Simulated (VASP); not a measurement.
# ScAl2: single point with LDA

ScAl2:

```
Sc Al
1.0
     0.00000    3.77765    3.77765
     3.77765    0.00000    3.77765
     3.77765    3.77765    0.00000
Sc Al
2 4
Direct
  0.50000 0.50000 0.50000
  0.75000 0.75000 0.75000
  0.12500 0.12500 0.12500
  0.62500 0.12500 0.12500
  0.12500 0.62500 0.12500
  0.12500 0.12500 0.62500
```

| Item | Value |
| --- | --- |
| Program | VASP 6.6.1 |
| Task | single point |
| Functional | LDA |
| Potentials or basis | VASP PAW LDA potentials, release 64 (Sc_sv, Al) |
| Cutoff | 520 eV |
| k mesh | 5 × 5 × 5 |
| Occupations | methfessel-paxton, width 0.1 eV |
| Spin | no spin polarisation |

```yaml
Pressure: -3.6 GPa
Band_gap_on_the_k_mesh: zero (band 17 reaches 6.67 eV, above the bottom of band 18 at 4.61 eV)
```

Levels at points of the mesh, in eV from the Fermi level:
```csv
k point,band 15,band 16,band 17,band 18,band 19,band 20
"(0.00, 0.00, 0.00)",-2.40,-2.40,-1.66,-1.66,0.39,2.14
```

Run time: 37 s on 1 thread of Intel(R) Xeon(R) Platinum 8259CL CPU @ 2.50GHz (Skylake/Cascade Lake), on a shared host, peak memory 0.2 GiB.
